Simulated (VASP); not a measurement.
# Al5N: relaxation of cell and atoms with PBE

Al5N:

```
Al N
1.0
     0.00000    3.64622    3.64622
     3.64622    0.00000    3.64622
     3.64622    3.64622    0.00000
Al N
5 1
Direct
  0.75000 0.75000 0.75000
  0.87370 0.37543 0.37543
  0.37543 0.37543 0.37543
  0.37543 0.87370 0.37543
  0.37543 0.37543 0.87370
  0.00000 0.00000 0.00000
```

* Program: VASP 6.6.1
* Task: relaxation of cell and atoms
* Functional: PBE
* Potentials or basis: VASP PAW PBE potentials, release 64 (Al, N)
* Cutoff: 600 eV
* k mesh: 10 × 10 × 10
* Occupations: gaussian, width 0.1 eV
* Spin: no spin polarisation
* Dipole correction: no
* Further INCAR settings: ALGO = Normal; EDIFF = 1e-06; IBRION = 2; EDIFFG = -0.01; NSW = 100; ISIF = 3

The relaxed volume is 16.34 Å³/atom. The relaxed cell is a = 5.176 Å, b = 5.176 Å, c = 5.176 Å, α = 60.00°, β = 60.00°, γ = 60.00°, the space group after relaxing (to 0.05 Å) is F-43m (No. 216) and the energy gained by relaxing is 0.6 meV/atom. The ionic steps are 5. The pressure after relaxing is 0.0 GPa. The largest force after relaxing is 0.010 eV/Å. The band gap on the k mesh is zero (band 10 reaches 7.21 eV, above the bottom of band 11 at 5.29 eV).

Forces on the atoms (eV/Å):
```
Al   0.000  0.000  0.000
Al  -0.006  0.006  0.006
Al  -0.006 -0.006 -0.006
Al   0.006 -0.006  0.006
Al   0.006  0.006 -0.006
N    0.000  0.000  0.000
```

The path:
```csv
step,energy change (eV),largest force (eV/Å),pressure (GPa),volume (Å³)
1,0.0000,0.0993,0.81,96.95
2,-0.0032,0.0466,-0.04,98.10
3,-0.0033,0.0265,0.06,97.94
4,-0.0033,0.0243,0.08,97.92
5,-0.0033,0.0097,0.01,98.04
```

Final structure:
```
Al N
1.0
     0.00000    3.65986    3.65986
     3.65986    0.00000    3.65986
     3.65986    3.65986    0.00000
Al N
5 1
Direct
  0.75000 0.75000 0.75000
  0.87439 0.37520 0.37520
  0.37520 0.37520 0.37520
  0.37520 0.87439 0.37520
  0.37520 0.37520 0.87439
  0.00000 0.00000 0.00000
```

Levels at points of the mesh, in eV from the Fermi level:
| k point | band 6 | band 7 | band 8 | band 9 | band 10 | band 11 | band 12 | band 13 | band 14 |
| --- | --- | --- | --- | --- | --- | --- | --- | --- | --- |
| (0.00, 0.00, 0.00) | -3.05 | -2.19 | -2.19 | -2.19 | -1.92 | -0.82 | -0.82 | -0.82 | 0.37 |
| (0.50, 0.00, 0.00) | -3.35 | -3.20 | -3.20 | -0.86 | 0.24 | 0.52 | 0.52 | 2.21 | 2.21 |
| (0.50, 0.50, 0.00) | -5.12 | -1.57 | -0.33 | -0.14 | -0.14 | 2.15 | 2.43 | 2.43 | 2.49 |

Wall time 2.8 min on 1 thread of Intel(R) Xeon(R) Platinum 8488C (Sapphire Rapids), on a shared host, peak memory 0.3 GiB.
